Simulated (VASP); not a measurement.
Here is a VASP 6.6.1 calculation.

The input INCAR:

```
PREC     = Accurate       # precision mode
ENCUT    = 520            # plane-wave cutoff, eV
EDIFF    = 1E-6           # SCF threshold, eV
ISMEAR   = 0              # smearing method
SIGMA    = 0.1            # smearing width, eV
LREAL    = Auto         
LASPH    = True           # aspherical terms in the spheres
NELM     = 60             # most SCF steps
ALGO     = Normal         # electronic algorithm
ISIF     = 2              # what is computed and relaxed
LWAVE    = False          # write WAVECAR
LCHARG   = False          # write CHGCAR
LDIPOL   = True         
IDIPOL   = 3            
DIPOL    = 0.5 0.5 0.321
GGA      = CA             # functional
NBANDS   = 44             # bands
```

File KPOINTS:

```
regular mesh
0
Gamma
  6 4 1
```

POSCAR

```
LiBe24
1.0
    4.4524297775      0.0000000000      0.0000000000
    0.0000000000      7.0331519566      0.0000000000
    0.0000000000      0.0000000000     19.7998741761
Be Li
24 1
Direct
    0.0000000000      0.3750000000      0.2020214858
    0.0000000000      0.8750000000      0.2020214858
    0.5000000000      0.3750000000      0.2020214858
    0.5000000000      0.8750000000      0.2020214858
    0.2500000000      0.1250000000      0.2344789084
    0.2500000000      0.6250000000      0.2344789084
    0.7500000000      0.1250000000      0.2344789084
    0.7500000000      0.6250000000      0.2344789084
    0.2500000000      0.3750000000      0.2993937535
    0.2500000000      0.8750000000      0.2993937535
    0.7500000000      0.3750000000      0.2993937535
    0.7500000000      0.8750000000      0.2993937535
    0.0000000000      0.1250000000      0.3261495638
    0.0000000000      0.6250000000      0.3261495638
    0.5000000000      0.1250000000      0.3261495638
    0.5000000000      0.6250000000      0.3261495638
    0.0000000000      0.3750000000      0.3969669031
    0.0000000000      0.8750000000      0.3969669031
    0.5000000000      0.3750000000      0.3969669031
    0.5000000000      0.8750000000      0.3969669031
    0.2500000000      0.1250000000      0.4191882283
    0.2500000000      0.6250000000      0.4191882283
    0.7500000000      0.1250000000      0.4191882283
    0.7500000000      0.6250000000      0.4191882283
    0.2500000000      0.2500000000      0.5153213837
```

Potentials or basis: VASP PAW LDA potentials, release 64 (Be, Li_sv).

The run is started by

```sh
$ cat potpaw_LDA.64/Be/POTCAR potpaw_LDA.64/Li_sv/POTCAR > POTCAR
$ mpirun -np 1 vasp_std > vasp.out
```

Predict the largest force.

1.360 eV/Å.

What does it give for the band gap on the k mesh?

Zero (an odd number of electrons rules out a gap without spin polarisation).

Forces on the atoms (eV/Å):
```
Be   0.000  0.017  0.574
Be   0.015 -0.008  0.570
Be   0.000  0.017  0.574
Be  -0.015 -0.008  0.570
Be   0.000  0.015 -0.687
Be   0.000 -0.008 -0.734
Be   0.000  0.017 -0.647
Be   0.000 -0.046 -0.721
Be   0.000  0.028  0.183
Be   0.000 -0.026  0.172
Be   0.000  0.009  0.212
Be   0.000 -0.033  0.132
Be   0.014 -0.028  0.008
Be   0.014  0.015 -0.027
Be  -0.014 -0.028  0.008
Be  -0.014  0.015 -0.027
Be   0.073  0.012  0.280
Be  -0.001 -0.066  0.133
Be  -0.073  0.012  0.280
Be   0.001 -0.066  0.133
Be   0.000 -0.520 -1.256
Be   0.000 -0.002 -0.036
Be   0.000  0.015  0.294
Be   0.000  0.032 -0.009
Li   0.000  0.636  0.021
```
